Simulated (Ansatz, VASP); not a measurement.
Rb in VASP and in Ansatz

Contents of INCAR:

```
SYSTEM = Rb
ALGO     = Normal         ! electronic algorithm
EDIFF    = 1E-6           ! SCF threshold, eV
ENCUT    = 520            ! plane-wave cutoff, eV
GGA      = PE             ! functional
ISIF     = 2              ! what is computed and relaxed
ISMEAR   = -1             ! smearing method
LASPH    = .True.         ! aspherical terms in the spheres
LCHARG   = .False.        ! write CHGCAR
LREAL    = .False.        ! projectors in reciprocal space
LWAVE    = .False.        ! write WAVECAR
NBANDS   = 26             ! bands
NELM     = 60             ! most SCF steps
PREC     = Accurate       ! precision mode
SIGMA    = 0.1            ! smearing width, eV
```

KPOINTS

```
k-points
0
Gamma
  7 7 2
  0 0 0
```

Contents of POSCAR:

```
Rb
1.0
    5.0373491076      0.0000000000      0.0000000000
   -2.5186745538      4.3624722948      0.0000000000
    0.0000000000      0.0000000000     16.6686196506
Rb
4
Direct
    0.0000000000      0.0000000000      0.0000000000
    0.0000000000      0.0000000000      0.5000000000
    0.3333333333      0.6666666667      0.2500000000
    0.6666666667      0.3333333333      0.7500000000
```

Input for Ansatz:

```yaml
crystal:
  lattice:
    - [5.0373491076, 0.0, 0.0]
    - [-2.5186745538, 4.3624722948, 0.0]
    - [0.0, 0.0, 16.6686196506]
  atoms:
    - { symbol: Rb, position: [0.0, 0.0, 0.0] }
    - { symbol: Rb, position: [0.0, 0.0, 0.5] }
    - { symbol: Rb, position: [0.3333333333, 0.6666666667, 0.25] }
    - { symbol: Rb, position: [0.6666666667, 0.3333333333, 0.75] }
kpoints:
  mp_grid: { grid: [7, 7, 2] }
scf:
  occupations: { method: fermi_dirac, width: 0.1 }
hamiltonian:
  xc: pbe
  pseudopotentials: { kind: all_electron, datasets: crystal }
output:
  forces: true
  stress: true
  eigenvalues: true
```

Change from the starting cell: volume scaled by 1, crystal datasets.

Alike in both runs: task single point; functional PBE; k mesh 7 × 7 × 2; occupations fermi-dirac, width 0.1 eV; no spin polarisation.

|  | VASP | Ansatz |
| --- | --- | --- |
| version | VASP 6.6.1 | Ansatz 0.2.0 |
| potentials or method | VASP PAW PBE potentials, release 64 (Rb_sv), cutoff 520 eV | all-electron PAW with datasets made for the crystal, scalar-relativistic |

```tsv
	VASP	Ansatz	Ansatz less VASP
pressure (GPa)	0.0	0.0	0.00
```

Ansatz ran all-electron here, and VASP with PAW potentials.
